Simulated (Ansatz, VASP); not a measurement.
**ZnS: VASP beside Ansatz**

File INCAR:

```
SYSTEM = ZnS
PREC     = Accurate       ! precision mode
ENCUT    = 520            ! plane-wave cutoff, eV
EDIFF    = 1E-6           ! SCF threshold, eV
ISMEAR   = 0              ! smearing method
SIGMA    = 0.05           ! smearing width, eV
LREAL    = .FALSE.        ! projectors in reciprocal space
LASPH    = .TRUE.         ! aspherical terms in the spheres
NELM     = 100            ! most SCF steps
ALGO     = Normal         ! electronic algorithm
ISIF     = 2              ! what is computed and relaxed
LWAVE    = .FALSE.        ! write WAVECAR
LCHARG   = .FALSE.        ! write CHGCAR
GGA      = PS             ! functional
NBANDS   = 16             ! bands
```

KPOINTS

```
Automatic mesh
0
G
  10 10 10
  0 0 0
```

The input POSCAR:

```
ZnS
1.0
    1.4171570910      3.5428927274      3.5428927274
    3.5428927274      1.4171570910      3.5428927274
    3.5428927274      3.5428927274      1.4171570910
Zn S
1 1
Direct
    0.0000000000      0.0000000000      0.0000000000
    0.7500000000      0.7500000000      0.7500000000
```

Input for Ansatz:

```yaml
crystal:
  lattice:
    - [1.417157091, 3.5428927274, 3.5428927274]
    - [3.5428927274, 1.417157091, 3.5428927274]
    - [3.5428927274, 3.5428927274, 1.417157091]
  atoms:
    - { symbol: Zn, position: [0.0, 0.0, 0.0] }
    - { symbol: S, position: [0.75, 0.75, 0.75] }
basis:
  ecutwfc: 420
kpoints:
  mp_grid: { grid: [10, 10, 10] }
hamiltonian:
  xc: pbesol
scf:
  occupations: { method: gaussian, width: 0.05 }
output:
  forces: true
  stress: true
  eigenvalues: true
```

Alike in both runs: task single point; functional PBEsol; k mesh 10 × 10 × 10; occupations gaussian, width 0.05 eV; no spin polarisation.

|  | VASP | Ansatz |
| --- | --- | --- |
| version | VASP 6.6.1 | Ansatz 0.2.0 |
| potentials or method | VASP PAW PBE potentials, release 64 (Zn, S), cutoff 520 eV | scalar-relativistic, plane waves, PAW |
| valence electrons in the cell | 18 | 18 |

|  | VASP | Ansatz | Ansatz less VASP |
| --- | --- | --- | --- |
| gap on the k mesh at the Fermi level (eV) | none | none | - |
| pressure (GPa) | 24.6 | 24.3 | -0.31 |
| traceless stress, the component that is largest in VASP (GPa) | -8.70 | -8.67 | +0.029 |
| rms of the force components (eV/Å) | 1.384 | 1.364 | -0.0206 |

VASP's potentials were made for PBE, not for PBEsol. Atom by atom the forces differ by 0.021 eV/Å (rms over components). A gap of «none» marks a metal or a gap that the smearing closes.
